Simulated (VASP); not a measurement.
# NaHf4S (F-43m) in VASP: single point with PBE

Aim: the single point of NaHf4S with PBE.

All numbers are computed with VASP 6.6.1; they aren't measurements. Logs are shortened: lines on timing, memory, paths and dates and some standing lists are left out, and cuts for length are marked.

### Step 1. The cell of the first run

It takes space group F-43m (No. 216, cubic). Conventional cell: a = 8.029 Å, b = 8.029 Å, c = 8.029 Å, α = 90.00°, β = 90.00°, γ = 90.00°. Within 4.4 Å of Na (site symmetry -43m) lie 12 Hf at 3.33 Å and 4 S at 3.48 Å. Within 3.7 Å of Hf (site symmetry 3m) lie 6 Hf at 2.84 Å and 3 S at 3.33 Å and 3 Na at 3.33 Å. S (site symmetry -43m) has 12 Hf at 3.33 Å and 4 Na at 3.48 Å within 4.4 Å.

The cell was built from a structure type or drawn by symmetry, and may not be a known phase.

### Step 2. Single point, PBE

INCAR reads:

```
SYSTEM = NaHf4S
PREC = Accurate ; ENCUT = 520
EDIFF = 1E-7 ; ISMEAR = 0
SIGMA = 0.1 ; LREAL = .False.
LASPH = .True. ; NELM = 60
ALGO = Normal ; ISIF = 2
LWAVE = .False. ; LCHARG = .True.
GGA = PE ; LELF = .True.
LVHAR = .True. ; NBANDS = 36
```

KPOINTS reads:

```
Automatic mesh
0
Gamma
  4 4 4
  0 0 0
```

POSCAR reads:

```
NaHf4S
1.0
    0.0000000000      4.0144433500      4.0144433500
    4.0144433500      0.0000000000      4.0144433500
    4.0144433500      4.0144433500      0.0000000000
Na Hf S
1 4 1
Direct
    0.0000000000      0.0000000000      0.0000000000
    0.8746970000      0.3751010000      0.3751010000
    0.3751010000      0.3751010000      0.3751010000
    0.3751010000      0.8746970000      0.3751010000
    0.3751010000      0.3751010000      0.8746970000
    0.7500000000      0.7500000000      0.7500000000
```

Potentials or basis: VASP PAW PBE potentials, release 64 (Na_pv, Hf_pv, S).

On the command line:

```sh
cat potpaw_PBE.64/Na_pv/POTCAR potpaw_PBE.64/Hf_pv/POTCAR potpaw_PBE.64/S/POTCAR > POTCAR
mpirun -np 1 vasp_std > vasp.out
```

OUTCAR:

```text
SYSTEM = NaHf4S
   PREC = Accurate
   ENCUT = 520
   EDIFF = 1E-7
   ISMEAR = 0
   LREAL = .False.
   LASPH = .True.
   NELM = 60
   ISIF = 2
   GGA = PE

 ion  position               nearest neighbor table
   1  0.000  0.000  0.000-   2 3.33   4 3.33   5 3.33   2 3.33   3 3.33   4 3.33   2 3.33   3 3.33
                             5 3.33   3 3.33   4 3.33   5 3.33
   2  0.875  0.375  0.375-   3 2.84   4 2.84   5 2.84   3 2.84   5 2.84   4 2.84   6 3.33   6 3.33
                             6 3.33   1 3.33   1 3.33   1 3.33
   3  0.375  0.375  0.375-   2 2.84   4 2.84   5 2.84   5 2.84   4 2.84   2 2.84   6 3.33   6 3.33
                             6 3.33   1 3.33   1 3.33   1 3.33
   4  0.375  0.875  0.375-   2 2.84   3 2.84   5 2.84   5 2.84   3 2.84   2 2.84   6 3.33   6 3.33
                             6 3.33   1 3.33   1 3.33   1 3.33
   5  0.375  0.375  0.875-   2 2.84   3 2.84   4 2.84   3 2.84   4 2.84   2 2.84   6 3.33   6 3.33
                             6 3.33   1 3.33   1 3.33   1 3.33
   6  0.750  0.750  0.750-   3 3.33   3 3.33   3 3.33   2 3.33   4 3.33   5 3.33   2 3.33   5 3.33
                             4 3.33   2 3.33   4 3.33   5 3.33

  LATTYP: Found a face centered cubic cell.
 ALAT       =     8.0288867000

  Lattice vectors:

 A1 = (   0.0000000000,   4.0144433500,   4.0144433500)
 A2 = (   4.0144433500,   0.0000000000,   4.0144433500)
 A3 = (   4.0144433500,   4.0144433500,   0.0000000000)

Analysis of symmetry for initial positions (statically):
=====================================================================
 Subroutine PRICEL returns:
 Original cell was already a primitive cell.

 Routine SETGRP: Setting up the symmetry group for a
 face centered cubic supercell.

 Subroutine GETGRP returns: Found 24 space group operations
 (whereof 24 operations were pure point group operations)
 out of a pool of 48 trial point group operations.

The static configuration has the point symmetry T_d .

Analysis of symmetry for dynamics (positions and initial velocities):
=====================================================================
 Subroutine PRICEL returns:
 Original cell was already a primitive cell.

 Routine SETGRP: Setting up the symmetry group for a
 face centered cubic supercell.

 Subroutine GETGRP returns: Found 24 space group operations
 (whereof 24 operations were pure point group operations)
 out of a pool of 48 trial point group operations.

The dynamic configuration has the point symmetry T_d .

 Subroutine INISYM returns: Found 24 space group operations
 (whereof 24 operations are pure point group operations),
 and found     1 'primitive' translations

----------------------------------------------------------------------------------------

                                     Primitive cell

  volume of cell :     129.3916

  direct lattice vectors                    reciprocal lattice vectors
     0.000000000  4.014443350  4.014443350    -0.124550269  0.124550269  0.124550269
     4.014443350  0.000000000  4.014443350     0.124550269 -0.124550269  0.124550269
     4.014443350  4.014443350  0.000000000     0.124550269  0.124550269 -0.124550269

  length of vectors
     5.677280231  5.677280231  5.677280231     0.215727394  0.215727394  0.215727394

  position of ions in fractional coordinates (direct lattice)
     0.000000000  0.000000000  0.000000000
     0.874697000  0.375101000  0.375101000
     0.375101000  0.375101000  0.375101000
     0.375101000  0.874697000  0.375101000
     0.375101000  0.375101000  0.874697000
     0.750000000  0.750000000  0.750000000

  ion indices of the primitive-cell ions
   primitive index   ion index
                 1           1
                 2           2
                 3           3
                 4           4
                 5           5
                 6           6

----------------------------------------------------------------------------------------

 KPOINTS: Automatic mesh

Automatic generation of k-mesh.
 Grid dimensions read from file:
 generate k-points for:    4    4    4

 Generating k-lattice:

  Cartesian coordinates                     Fractional coordinates (reciprocal lattice)
    -0.031137567  0.031137567  0.031137567     0.250000000  0.000000000  0.000000000
     0.031137567 -0.031137567  0.031137567     0.000000000  0.250000000  0.000000000
     0.031137567  0.031137567 -0.031137567     0.000000000  0.000000000  0.250000000

  Length of vectors
     0.053931849  0.053931849  0.053931849

  Shift w.r.t. Gamma in fractional coordinates (k-lattice)
     0.000000000  0.000000000  0.000000000

 Subroutine IBZKPT returns following result:
 ===========================================

 Found      8 irreducible k-points:

 Following reciprocal coordinates:
            Coordinates               Weight
  0.000000  0.000000  0.000000      1.000000
  0.250000  0.000000  0.000000      8.000000
  0.500000  0.000000  0.000000      4.000000
  0.250000  0.250000  0.000000      6.000000
  0.500000  0.250000  0.000000     24.000000
 -0.250000  0.250000  0.000000     12.000000
  0.500000  0.500000  0.000000      3.000000
 -0.250000  0.500000  0.250000      6.000000
   k-points           NKPTS =      8   k-points in BZ     NKDIM =      8   number of bands    NBANDS=     36
   number of dos      NEDOS =    301   number of ions     NIONS =      6
   total plane-waves  NPLWV =  74088
   dimension x,y,z NGX =    42 NGY =   42 NGZ =   42
   dimension x,y,z NGXF=    84 NGYF=   84 NGZF=   84
   ions per type =               1   4   1
   NGX,Y,Z   is equivalent  to a cutoff of  12.30, 12.30, 12.30 a.u.
   NGXF,Y,Z  is equivalent  to a cutoff of  24.60, 24.60, 24.60 a.u.
 SYSTEM =  NaHf4S
   PREC   = accura    normal or accurate (medium, high low for compatibility)
   ISTART =      0    job   : 0-new  1-cont  2-samecut
   ICHARG =      2    charge: 1-file 2-atom 10-const
   ISPIN  =      1    spin polarized calculation?
   LNONCOLLINEAR =      F non collinear calculations
   LSORBIT =      F    spin-orbit coupling
   LASPH  =      T    aspherical Exc in radial PAW
   ENCUT  =  520.0 eV  38.22 Ry    6.18 a.u.  10.56 10.56 10.56*2*pi/ulx,y,z
   NELM   =     60;   NELMIN=  2; NELMDL= -5     # of ELM steps
   EDIFF  = 0.1E-06   stopping-criterion for ELM
   LREAL  =      F    real-space projection
   EDIFFG = 0.1E-05   stopping-criterion for IOM
   NSW    =      0    number of steps for IOM
   IBRION =     -1    ionic relax: 0-MD 1-quasi-New 2-CG
   NFREE  =      0    steps in history (QN), initial steepest desc. (CG)
   ISIF   =      2    stress and relaxation
   ISYM   =      2    0-nonsym 1-usesym 2-fastsym
   POTIM  = 0.5000    time-step for ionic-motion
   TEBEG  =    0.0;   TEEND  =   0.0 temperature during run
   PSTRESS=    0.0 pullay stress
   NELECT =      53.0000    total number of electrons
   NUPDOWN=      -1.0000    fix difference up-down
   EMIN   =  10.00;   EMAX   =-10.00  energy-range for DOS
   EFERMI =   0.00;   METHOD = LEGACY
   ISMEAR =     0;   SIGMA  =   0.10  broadening in eV -4-tet -1-fermi 0-gaus
   EFERMI_NEDOS =   21; number of points for ismear=-14 and -15
   IALGO  =     38    algorithm
   IMIX   =      4    mixing-type and parameters
     AMIX     =   0.40;   BMIX     =  1.00
     AMIX_MAG =   1.60;   BMIX_MAG =  1.00
  volume/ion in A,a.u.               =      21.57       145.53
  Fermi-wavevector in a.u.,A,eV,Ry     =   1.215807  2.297543 20.111964  1.478188
  Thomas-Fermi vector in A             =   2.351182
   LORBIT       =      0    0 simple, 1 ext, 2 COOP (PROOUT), +10 PAW based schemes
   GGA     = PE    functional components
   LHFCALC =     F    Hartree Fock is set to
   AEXX    =    0.0000 exact exchange contribution
   IVDW    =     0    specifies the selected vdW correction
   LEPSILON=     F    determine dielectric tensor
   LRPA    =     F    only Hartree local field effects (RPA)
 non-spin polarized calculation
 Gauss-broadening in eV      SIGMA  =   0.10
  energy-cutoff  :      520.00
  volume of cell :      129.39
 maximum number of plane-waves:      3511
   NGX = 21   NGY = 21   NGZ = 21

 number of electron      52.9999988 magnetization

 Free energy of the ion-electron system (eV)
  ---------------------------------------------------
  ext. energy  EPLUGINS =         0.00000000
  ---------------------------------------------------
  free energy    TOTEN  =       -40.10931711 eV

  energy without entropy =      -40.05246460  energy(sigma->0) =      -40.08089086

 E-fermi :   4.5271     XC(G=0): -10.5363

 val. band max:        4.4852241219   @ k =   0.0000   0.0000   0.0000
 cond. band min:       4.5332861042   @ k =   0.5000   0.2500   0.0000
 fundamental gap:      0.0480619824
 Fermi energy:         4.5270576272

 k-point     1 :       0.0000    0.0000    0.0000
  band No.  band energies     occupation
      1     -27.0402      2.00000
      2     -26.3722      2.00000
      3     -26.3722      2.00000
      4     -26.3722      2.00000
      5     -26.1645      2.00000
      6     -26.1645      2.00000
[... 28 lines left out ...]
     35       8.5283      0.00000
     36       8.7234      0.00000

 k-point     2 :       0.2500    0.0000    0.0000
  band No.  band energies     occupation
      1     -26.8984      2.00000
      2     -26.3150      2.00000
      3     -26.3129      2.00000
      4     -26.3129      2.00000
      5     -26.1160      2.00000
      6     -26.1160      2.00000
[... 28 lines left out ...]
     35       7.8656      0.00000
     36       8.7501      0.00000

 k-point     3 :       0.5000    0.0000    0.0000
  band No.  band energies     occupation
      1     -26.7497      2.00000
      2     -26.2732      2.00000
      3     -26.2732      2.00000
      4     -26.0649      2.00000
      5     -25.9303      2.00000
      6     -25.9303      2.00000
[... 28 lines left out ...]
     35       7.0552      0.00000
     36       8.5556      0.00000
[... 118 lines left out ...]
 k-point     7 :       0.5000    0.5000    0.0000
  band No.  band energies     occupation
      1     -26.4588      2.00000
      2     -26.4497      2.00000
      3     -25.9996      2.00000
      4     -25.9996      2.00000
      5     -25.9937      2.00000
      6     -25.9786      2.00000
[... 28 lines left out ...]
     35       6.1505      0.00000
     36       7.1425      0.00000

 k-point     8 :      -0.2500    0.5000    0.2500
  band No.  band energies     occupation
      1     -26.4086      2.00000
      2     -26.3952      2.00000
      3     -26.1809      2.00000
      4     -26.1767      2.00000
      5     -25.9354      2.00000
      6     -25.9233      2.00000
[... 28 lines left out ...]
     35       6.5427      0.00000
     36       7.2656      0.00000

------------------------ aborting loop because EDIFF is reached ----------------------------------------

  FORCE on cell =-STRESS in cart. coord.  units (eV):
  Direction    XX          YY          ZZ          XY          YZ          ZX
  --------------------------------------------------------------------------------------
  -------------------------------------------------------------------------------------
  Total        6.1278924      6.1278924      6.1278924      0.0000000      0.0000000      0.0000000
  in kB       75.8779722     75.8779722     75.8779722      0.0000000      0.0000000      0.0000000
  external PRESSURE =      75.8779722 kB  Pullay stress =       0.0000000 kB

 VOLUME and BASIS-vectors are now :
 -----------------------------------------------------------------------------
  energy-cutoff  :      520.00
  volume of cell :      129.39
      direct lattice vectors                 reciprocal lattice vectors
     0.000000000  4.014443350  4.014443350    -0.124550269  0.124550269  0.124550269
     4.014443350  0.000000000  4.014443350     0.124550269 -0.124550269  0.124550269
     4.014443350  4.014443350  0.000000000     0.124550269  0.124550269 -0.124550269

 POSITION                                       TOTAL-FORCE (eV/Angst)
 -----------------------------------------------------------------------------------
      0.00000      0.00000      0.00000        -0.000000     -0.000000     -0.000000
      3.01164      5.01724      5.01724        -0.332775      0.332775      0.332775
      3.01164      3.01164      3.01164        -0.332775     -0.332775     -0.332775
      5.01724      3.01164      5.01724         0.332775     -0.332775      0.332775
      5.01724      5.01724      3.01164         0.332775      0.332775     -0.332775
      6.02167      6.02167      6.02167        -0.000000     -0.000000     -0.000000
 -----------------------------------------------------------------------------------
    total drift:                               -0.000000     -0.000000     -0.000000

  FREE ENERGIE OF THE ION-ELECTRON SYSTEM (eV)
  ---------------------------------------------------
  free  energy   TOTEN  =       -40.1093171136 eV

  energy  without entropy=      -40.0524645993  energy(sigma->0) =      -40.08089086
```

Run time: 52 s. Hardware: 1 thread of Intel Xeon Platinum 8259CL at 2.50GHz (Skylake/Cascade Lake), shared host; peak memory 0.26 GiB.

Results:

```
Free energy            : -40.1093 eV
Pressure               : 7.6 GPa
Largest force          : 0.576 eV/Å
Band gap on the k mesh : zero (an odd number of electrons rules out a gap without spin polarisation)
```

Forces in eV/Å, atoms in the order of the input:
```
Na   0.000  0.000  0.000
Hf  -0.333  0.333  0.333
Hf  -0.333 -0.333 -0.333
Hf   0.333 -0.333  0.333
Hf   0.333  0.333 -0.333
S    0.000  0.000  0.000
```

Caveat: the cell stands under pressure; spin-orbit coupling is left out, which moves the levels of the heavy elements.
